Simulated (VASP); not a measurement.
BaHfO3: single point with PBE

BaHfO3:

```
Ba Hf O
1.0
     4.17000    0.00000    0.00000
     0.00000    4.17000    0.00000
     0.00000    0.00000    4.17000
Ba Hf O
1 1 3
Direct
  0.00000 0.00000 0.00000
  0.50000 0.50000 0.50000
  0.50000 0.50000 0.00000
  0.00000 0.50000 0.50000
  0.50000 0.00000 0.50000
```

* Program: VASP 6.6.1
* Task: single point
* Functional: PBE
* Potentials or basis: VASP PAW PBE potentials, release 64 (Ba_sv, Hf_pv, O)
* Cutoff: 600 eV
* k mesh: 6 × 6 × 6
* Occupations: gaussian, width 0.02 eV
* Spin: no spin polarisation
* Dipole correction: no
* Further INCAR settings: ALGO = Normal; EDIFF = 1e-06; NBANDS = 27

The pressure is 3.6 GPa and the band gap on the k mesh is 3.59 eV (least direct gap 3.80 eV).

Levels at points of the mesh, in eV from the valence-band top:
```tsv
k point	band 16	band 17	band 18	band 19	band 20	band 21	band 22	band 23
(0.00, 0.00, 0.00)	-0.98	-0.21	-0.21	-0.21	3.59	3.59	3.59	4.70
(0.50, 0.00, 0.00)	-1.72	-1.69	-0.52	-0.52	4.16	6.38	6.38	6.51
(0.50, 0.50, 0.00)	-1.01	-0.92	-0.92	-0.08	6.27	6.27	6.61	6.93
(0.50, 0.50, 0.50)	-2.52	0.00	0.00	0.00	6.04	6.04	6.04	7.85
```

It took 46 s on 1 thread of Intel(R) Xeon(R) Platinum 8375C CPU @ 2.90GHz (Ice Lake), on a shared host, peak memory 0.23 GiB.

Caveat: the cell stands under pressure; spin-orbit coupling is left out, which moves the levels of the heavy elements. A k mesh can miss the band edges.
